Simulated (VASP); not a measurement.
Runs of VASP 6.6.1 on Ag. The structure is that of space group P6_3/mmc (No. 194), or close to it. The cells are those of the table. 

| cell | gap on the mesh (eV) | pressure (GPa) |
| --- | --- | --- |
| a = 2.992, b = 2.992, c = 9.183 Å, angles 90.0, 90.0, 120.0°, 4 atoms | none | (b) |
| a = 2.949, b = 2.949, c = 9.751 Å, angles 90.0, 90.0, 120.0°, 4 atoms | none | -5.0 |
| a = 2.862, b = 2.862, c = 9.467 Å, angles 90.0, 90.0, 120.0°, 4 atoms | none | (a) |
| a = 2.992, b = 2.992, c = 9.467 Å, angles 90.0, 90.0, 120.0°, 4 atoms | none | -4.9 |
| a = 2.862, b = 2.862, c = 9.751 Å, angles 90.0, 90.0, 120.0°, 4 atoms | none | 0.5 |

Alike in all rows: task single point; level r2SCAN; potentials or basis VASP PAW PBE potentials, release 64 (Ag); no spin polarisation; k mesh 18 × 18 × 6; cutoff (eV) 520; smearing gaussian 0.15 eV.

Task: Estimate the missing entries.

Result: (a) 3.6; (b) -2.2.

Caveats: the PAW data sets were made with another functional, which shifts forces and pressure a little.

A k mesh can miss the band edges, and the runs leave out spin-orbit coupling on Ag.

A gap of «none» marks levels without a gap at the run's occupations.
